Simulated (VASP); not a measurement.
Set up this calculation in VASP 6.6.1, as the native input.

| Quantity | Value |
| --- | --- |
| Task | relaxation of cell and atoms |
| Functional | LDA |
| Potentials or basis | VASP PAW LDA potentials, release 64 (B, As_d) |
| Cutoff | 560 eV |
| k mesh | 15 × 15 × 15 |
| Occupations | fermi-dirac, width 0.05 eV |
| Spin | no spin polarisation |
| Dipole correction | no |
| Further INCAR settings | ALGO = Normal; EDIFF = 1e-07; IBRION = 2; EDIFFG = -0.005; NSW = 60; ISIF = 3 |

The structure of BAs (zincblende type) lies in POSCAR:

```
BAs
1.0
    0.0000000000      2.4061959241      2.4061959241
    2.4061959241      0.0000000000      2.4061959241
    2.4061959241      2.4061959241      0.0000000000
B As
1 1
Direct
    0.0000000000      0.0000000000      0.0000000000
    0.2500000000      0.2500000000      0.2500000000
```

One way to write it, as run:

INCAR

```
PREC = Accurate ; ENCUT = 560
EDIFF = 1E-7 ; ISMEAR = -1
SIGMA = 0.05 ; LREAL = F
LASPH = T ; NELM = 120
ALGO = Normal ; ISIF = 3
LWAVE = F ; LCHARG = F
IBRION = 2 ; NSW = 60
EDIFFG = -0.005 ; GGA_COMPAT = F
NELMIN = 4
```

KPOINTS

```
regular mesh
0
Gamma
  15 15 15
```

Potentials or basis: VASP PAW LDA potentials, release 64 (B, As_d).

Run with:

```sh
$ cat potpaw_LDA.64/B/POTCAR potpaw_LDA.64/As_d/POTCAR > POTCAR
$ mpirun -np 1 vasp_std > vasp.out
```

It gave:

- Relaxed volume: 13.28 Å³/atom
- Relaxed cell: a = 3.349 Å, b = 3.349 Å, c = 3.349 Å, α = 60.00°, β = 60.00°, γ = 60.00°
- Space group after relaxing (to 0.1 Å): F-43m (No. 216)
- Energy gained by relaxing: 13.7 meV/atom
- Ionic steps: 5
- Pressure after relaxing: 0.0 GPa
- Band gap on the k mesh: 1.10 eV (least direct gap 3.28 eV)

Caveat: an odd mesh through Γ misses points on the zone boundary, where band edges can lie.

It took 95 s on 1 thread of AMD EPYC 9R45 96-Core Processor (Zen 5) (shared host), peak memory 0.15 GiB.
